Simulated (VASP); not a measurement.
# MgO (Fm-3m) in VASP: single point with PBE

Aim: the single point of MgO with PBE.

Everything below comes from runs of VASP 6.6.1. Logs are shortened: lines on timing, memory, paths and dates and some standing lists are left out, and cuts for length are marked.

## Step 1: The cell of the first run

The structure is cubic, space group Fm-3m (No. 225). The conventional cell has a = 4.217 Å, b = 4.217 Å, c = 4.217 Å, α = 90.00°, β = 90.00°, γ = 90.00°. Within 2.8 Å of Mg (site symmetry m-3m) lie 6 O at 2.11 Å. O (site symmetry m-3m) has 6 Mg at 2.11 Å within 2.8 Å.

## Step 2: Single point, PBE

Contents of INCAR:

```
SYSTEM = MgO
PREC = Accurate
ENCUT = 600
EDIFF = 1E-6
ISMEAR = 0
SIGMA = 0.01
LREAL = .FALSE.
LASPH = .TRUE.
NELM = 120
ALGO = Normal
ISIF = 2
LWAVE = .FALSE.
LCHARG = .FALSE.
GGA = PE
NBANDS = 11
ISYM = 0
GGA_COMPAT = .FALSE.
```

Contents of KPOINTS:

```
Automatic mesh
0
Gamma
  6 6 6
  0.5 0.5 0.5
```

Contents of POSCAR:

```
MgO
1.0
    0.0000000000      2.1085000000      2.1085000000
    2.1085000000      0.0000000000      2.1085000000
    2.1085000000      2.1085000000      0.0000000000
Mg O
1 1
Direct
    0.0000000000      0.0000000000      0.0000000000
    0.5000000000      0.5000000000      0.5000000000
```

Potentials or basis: VASP PAW PBE potentials, release 64 (Mg, O).

Launch:

```console
> cat potpaw_PBE.64/Mg/POTCAR potpaw_PBE.64/O/POTCAR > POTCAR
> mpirun -np 1 vasp_std > vasp.out
```

OUTCAR:

```text
SYSTEM = MgO
   PREC = Accurate
   ENCUT = 600
   EDIFF = 1E-6
   ISMEAR = 0
   LREAL = .FALSE.
   LASPH = .TRUE.
   NELM = 120
   ISIF = 2
   GGA = PE
   ISYM = 0

 ion  position               nearest neighbor table
   1  0.000  0.000  0.000-   2 2.11   2 2.11   2 2.11   2 2.11   2 2.11   2 2.11
   2  0.500  0.500  0.500-   1 2.11   1 2.11   1 2.11   1 2.11   1 2.11   1 2.11

IMPORTANT INFORMATION: All symmetrisations will be switched off!
NOSYMM: (Re-)initialisation of all symmetry stuff for point group C_1.

----------------------------------------------------------------------------------------

                                     Primitive cell

  volume of cell :      18.7478

  direct lattice vectors                    reciprocal lattice vectors
     0.000000000  2.108500000  2.108500000    -0.237135404  0.237135404  0.237135404
     2.108500000  0.000000000  2.108500000     0.237135404 -0.237135404  0.237135404
     2.108500000  2.108500000  0.000000000     0.237135404  0.237135404 -0.237135404

  length of vectors
     2.981869296  2.981869296  2.981869296     0.410730569  0.410730569  0.410730569

  position of ions in fractional coordinates (direct lattice)
     0.000000000  0.000000000  0.000000000
     0.500000000  0.500000000  0.500000000

  ion indices of the primitive-cell ions
   primitive index   ion index
                 1           1
                 2           2

----------------------------------------------------------------------------------------

 KPOINTS: Automatic mesh

Automatic generation of k-mesh.
 Grid dimensions read from file:
 generate k-points for:    6    6    6

 Generating k-lattice:

  Cartesian coordinates                     Fractional coordinates (reciprocal lattice)
    -0.039522567  0.039522567  0.039522567     0.166666667  0.000000000  0.000000000
     0.039522567 -0.039522567  0.039522567     0.000000000  0.166666667  0.000000000
     0.039522567  0.039522567 -0.039522567     0.000000000  0.000000000  0.166666667

  Length of vectors
     0.068455095  0.068455095  0.068455095

  Shift w.r.t. Gamma in fractional coordinates (k-lattice)
     0.500000000  0.500000000  0.500000000

 Subroutine IBZKPT returns following result:
 ===========================================

 Found    432 irreducible k-points:

 Following reciprocal coordinates:
            Coordinates               Weight
  0.083333  0.083333  0.083333      2.000000
  0.083333  0.000000  0.000000      2.000000
  0.000000  0.000000 -0.083333      2.000000
  0.000000  0.083333  0.000000      2.000000
  0.250000  0.083333  0.083333      2.000000
  0.083333  0.250000  0.083333      2.000000
[... 16 lines left out ...]
  0.000000  0.333333 -0.083333      2.000000
  0.333333  0.000000 -0.083333      2.000000
 [... further k-points ...]
   k-points           NKPTS =    432   k-points in BZ     NKDIM =    432   number of bands    NBANDS=     11
   number of dos      NEDOS =    301   number of ions     NIONS =      2
   total plane-waves  NPLWV =  13824
   dimension x,y,z NGX =    24 NGY =   24 NGZ =   24
   dimension x,y,z NGXF=    48 NGYF=   48 NGZF=   48
   ions per type =               1   1
   NGX,Y,Z   is equivalent  to a cutoff of  13.38, 13.38, 13.38 a.u.
   NGXF,Y,Z  is equivalent  to a cutoff of  26.76, 26.76, 26.76 a.u.
 SYSTEM =  MgO
   PREC   = accura    normal or accurate (medium, high low for compatibility)
   ISTART =      0    job   : 0-new  1-cont  2-samecut
   ICHARG =      2    charge: 1-file 2-atom 10-const
   ISPIN  =      1    spin polarized calculation?
   LNONCOLLINEAR =      F non collinear calculations
   LSORBIT =      F    spin-orbit coupling
   LASPH  =      T    aspherical Exc in radial PAW
   ENCUT  =  600.0 eV  44.10 Ry    6.64 a.u.   5.96  5.96  5.96*2*pi/ulx,y,z
   NELM   =    120;   NELMIN=  2; NELMDL= -5     # of ELM steps
   EDIFF  = 0.1E-05   stopping-criterion for ELM
   LREAL  =      F    real-space projection
   EDIFFG = 0.1E-04   stopping-criterion for IOM
   NSW    =      0    number of steps for IOM
   IBRION =     -1    ionic relax: 0-MD 1-quasi-New 2-CG
   NFREE  =      0    steps in history (QN), initial steepest desc. (CG)
   ISIF   =      2    stress and relaxation
   ISYM   =      0    0-nonsym 1-usesym 2-fastsym
   POTIM  = 0.5000    time-step for ionic-motion
   TEBEG  =    0.0;   TEEND  =   0.0 temperature during run
   PSTRESS=    0.0 pullay stress
   NELECT =       8.0000    total number of electrons
   NUPDOWN=      -1.0000    fix difference up-down
   EMIN   =  10.00;   EMAX   =-10.00  energy-range for DOS
   EFERMI =   0.00;   METHOD = LEGACY
   ISMEAR =     0;   SIGMA  =   0.01  broadening in eV -4-tet -1-fermi 0-gaus
   EFERMI_NEDOS =   21; number of points for ismear=-14 and -15
   IALGO  =     38    algorithm
   IMIX   =      4    mixing-type and parameters
     AMIX     =   0.40;   BMIX     =  1.00
     AMIX_MAG =   1.60;   BMIX_MAG =  1.00
  volume/ion in A,a.u.               =       9.37        63.26
  Fermi-wavevector in a.u.,A,eV,Ry     =   1.232503  2.329092 20.668107  1.519063
  Thomas-Fermi vector in A             =   2.367270
   LORBIT       =      0    0 simple, 1 ext, 2 COOP (PROOUT), +10 PAW based schemes
   GGA     = PE    functional components
   LHFCALC =     F    Hartree Fock is set to
   AEXX    =    0.0000 exact exchange contribution
   IVDW    =     0    specifies the selected vdW correction
   LEPSILON=     F    determine dielectric tensor
   LRPA    =     F    only Hartree local field effects (RPA)
 non-spin polarized calculation
 Gauss-broadening in eV      SIGMA  =   0.01
  energy-cutoff  :      600.00
  volume of cell :       18.75
 maximum number of plane-waves:       636
   NGX = 11   NGY = 11   NGZ = 11

 number of electron       8.0000005 magnetization

 Free energy of the ion-electron system (eV)
  ---------------------------------------------------
  ext. energy  EPLUGINS =         0.00000000
  ---------------------------------------------------
  free energy    TOTEN  =       -11.91049960 eV

  energy without entropy =      -11.91049960  energy(sigma->0) =      -11.91049960

 E-fermi :   3.2404     XC(G=0): -11.0616

 val. band max:        3.1113790625   @ k =   0.0000   0.0000  -0.0833
 cond. band min:       8.3083423897   @ k =   0.0833   0.0000   0.0000
 fundamental gap:      5.1969633273
 Fermi energy:         3.2404368688

 k-point     1 :       0.0833    0.0833    0.0833
  band No.  band energies     occupation
      1     -14.0126      2.00000
      2       2.6881      2.00000
      3       3.1114      2.00000
      4       3.1114      2.00000
      5       8.3083      0.00000
      6      17.9827      0.00000
      7      19.1105      0.00000
      8      19.1105      0.00000
      9      24.0541      0.00000
     10      24.0541      0.00000
     11      24.1158      0.00000

 k-point     2 :       0.0833    0.0000    0.0000
  band No.  band energies     occupation
      1     -14.0126      2.00000
      2       2.6881      2.00000
      3       3.1114      2.00000
      4       3.1114      2.00000
      5       8.3083      0.00000
      6      17.9827      0.00000
      7      19.1105      0.00000
      8      19.1105      0.00000
      9      24.0541      0.00000
     10      24.0541      0.00000
     11      24.1158      0.00000

 k-point     3 :       0.0000    0.0000   -0.0833
  band No.  band energies     occupation
      1     -14.0126      2.00000
      2       2.6881      2.00000
      3       3.1114      2.00000
      4       3.1114      2.00000
      5       8.3083      0.00000
      6      17.9827      0.00000
      7      19.1105      0.00000
      8      19.1105      0.00000
      9      24.0541      0.00000
     10      24.0541      0.00000
     11      24.1158      0.00000

 k-point     4 :       0.0000    0.0833    0.0000
  band No.  band energies     occupation
      1     -14.0126      2.00000
      2       2.6881      2.00000
      3       3.1114      2.00000
      4       3.1114      2.00000
      5       8.3083      0.00000
      6      17.9827      0.00000
      7      19.1105      0.00000
      8      19.1105      0.00000
      9      24.0541      0.00000
     10      24.0541      0.00000
     11      24.1158      0.00000

 k-point     5 :       0.2500    0.0833    0.0833
  band No.  band energies     occupation
      1     -13.6567      2.00000
      2       1.1675      2.00000
      3       2.6925      2.00000
      4       2.9587      2.00000
      5       9.8829      0.00000
      6      16.0023      0.00000
      7      19.3980      0.00000
      8      19.9385      0.00000
      9      22.1700      0.00000
     10      23.8887      0.00000
     11      26.2128      0.00000

 k-point     6 :       0.0833    0.2500    0.0833
  band No.  band energies     occupation
      1     -13.6567      2.00000
      2       1.1675      2.00000
      3       2.6925      2.00000
      4       2.9587      2.00000
      5       9.8829      0.00000
      6      16.0023      0.00000
      7      19.3980      0.00000
      8      19.9385      0.00000
      9      22.1700      0.00000
     10      23.8887      0.00000
     11      26.2128      0.00000

 k-point     7 :       0.0833    0.0833    0.2500
  band No.  band energies     occupation
      1     -13.6567      2.00000
      2       1.1675      2.00000
      3       2.6925      2.00000
      4       2.9587      2.00000
      5       9.8829      0.00000
      6      16.0023      0.00000
      7      19.3980      0.00000
      8      19.9385      0.00000
      9      22.1700      0.00000
     10      23.8887      0.00000
     11      26.2128      0.00000

 k-point     8 :       0.0833    0.0000   -0.1667
  band No.  band energies     occupation
      1     -13.6567      2.00000
      2       1.1675      2.00000
      3       2.6925      2.00000
      4       2.9587      2.00000
      5       9.8829      0.00000
      6      16.0023      0.00000
      7      19.3980      0.00000
      8      19.9385      0.00000
      9      22.1700      0.00000
     10      23.8887      0.00000
     11      26.2128      0.00000
[... 141 lines left out ...]
 k-point    19 :       0.0833    0.0833    0.4167
  band No.  band energies     occupation
      1     -13.0386      2.00000
      2      -0.7127      2.00000
      3       2.3155      2.00000
      4       2.6310      2.00000
      5      11.2195      0.00000
      6      15.3733      0.00000
      7      18.9213      0.00000
      8      19.8539      0.00000
      9      23.6364      0.00000
     10      24.7896      0.00000
     11      25.4486      0.00000

 k-point    20 :       0.0833    0.0000   -0.3333
  band No.  band energies     occupation
      1     -13.0386      2.00000
      2      -0.7127      2.00000
      3       2.3155      2.00000
      4       2.6310      2.00000
      5      11.2195      0.00000
      6      15.3733      0.00000
      7      18.9213      0.00000
      8      19.8539      0.00000
      9      23.6364      0.00000
     10      24.7896      0.00000
     11      25.4486      0.00000

 k-point    21 :       0.4167    0.3333    0.3333
  band No.  band energies     occupation
      1     -13.0386      2.00000
      2      -0.7127      2.00000
      3       2.3155      2.00000
      4       2.6310      2.00000
      5      11.2195      0.00000
      6      15.3733      0.00000
      7      18.9213      0.00000
      8      19.8539      0.00000
      9      23.6364      0.00000
     10      24.7896      0.00000
     11      25.4486      0.00000

 k-point    22 :       0.0833   -0.3333    0.0000
  band No.  band energies     occupation
      1     -13.0386      2.00000
      2      -0.7127      2.00000
      3       2.3155      2.00000
      4       2.6310      2.00000
      5      11.2195      0.00000
      6      15.3733      0.00000
      7      18.9213      0.00000
      8      19.8539      0.00000
      9      23.6364      0.00000
     10      24.7896      0.00000
     11      25.4486      0.00000

 k-point    23 :       0.0000    0.3333   -0.0833
  band No.  band energies     occupation
      1     -13.0386      2.00000
      2      -0.7127      2.00000
      3       2.3155      2.00000
      4       2.6310      2.00000
      5      11.2195      0.00000
      6      15.3733      0.00000
      7      18.9213      0.00000
      8      19.8539      0.00000
      9      23.6364      0.00000
     10      24.7896      0.00000
     11      25.4486      0.00000

 k-point    24 :       0.3333    0.0000   -0.0833
  band No.  band energies     occupation
      1     -13.0386      2.00000
      2      -0.7127      2.00000
      3       2.3155      2.00000
      4       2.6310      2.00000
      5      11.2195      0.00000
      6      15.3733      0.00000
      7      18.9213      0.00000
      8      19.8539      0.00000
      9      23.6364      0.00000
     10      24.7896      0.00000
     11      25.4486      0.00000

 [... further k-points ...]

------------------------ aborting loop because EDIFF is reached ----------------------------------------

  FORCE on cell =-STRESS in cart. coord.  units (eV):
  Direction    XX          YY          ZZ          XY          YZ          ZX
  --------------------------------------------------------------------------------------
  -------------------------------------------------------------------------------------
  Total        0.3638758      0.3638762      0.3638761      0.0000087      0.0000088      0.0000088
  in kB       31.0966031     31.0966363     31.0966320      0.0007464      0.0007490      0.0007542
  external PRESSURE =      31.0966238 kB  Pullay stress =       0.0000000 kB

 VOLUME and BASIS-vectors are now :
 -----------------------------------------------------------------------------
  energy-cutoff  :      600.00
  volume of cell :       18.75
      direct lattice vectors                 reciprocal lattice vectors
     0.000000000  2.108500000  2.108500000    -0.237135404  0.237135404  0.237135404
     2.108500000  0.000000000  2.108500000     0.237135404 -0.237135404  0.237135404
     2.108500000  2.108500000  0.000000000     0.237135404  0.237135404 -0.237135404

 POSITION                                       TOTAL-FORCE (eV/Angst)
 -----------------------------------------------------------------------------------
      0.00000      0.00000      0.00000         0.000000     -0.000000      0.000000
      2.10850      2.10850      2.10850        -0.000000      0.000000     -0.000000
 -----------------------------------------------------------------------------------
    total drift:                               -0.000001      0.000001     -0.000000

  FREE ENERGIE OF THE ION-ELECTRON SYSTEM (eV)
  ---------------------------------------------------
  free  energy   TOTEN  =       -11.9104996004 eV

  energy  without entropy=      -11.9104996004  energy(sigma->0) =      -11.91049960
```

Wall time 45 s (1 thread of Intel Xeon Platinum 8259CL at 2.50GHz (Skylake/Cascade Lake), shared host); peak memory 0.23 GiB.

What came out:

```
Free energy            : -11.9105 eV
Pressure               : 3.1 GPa
Band gap on the k mesh : 5.20 eV
```

Caveat: the cell stands under pressure; a shifted mesh leaves out Γ, where band edges can lie. A k mesh can miss the band edges.
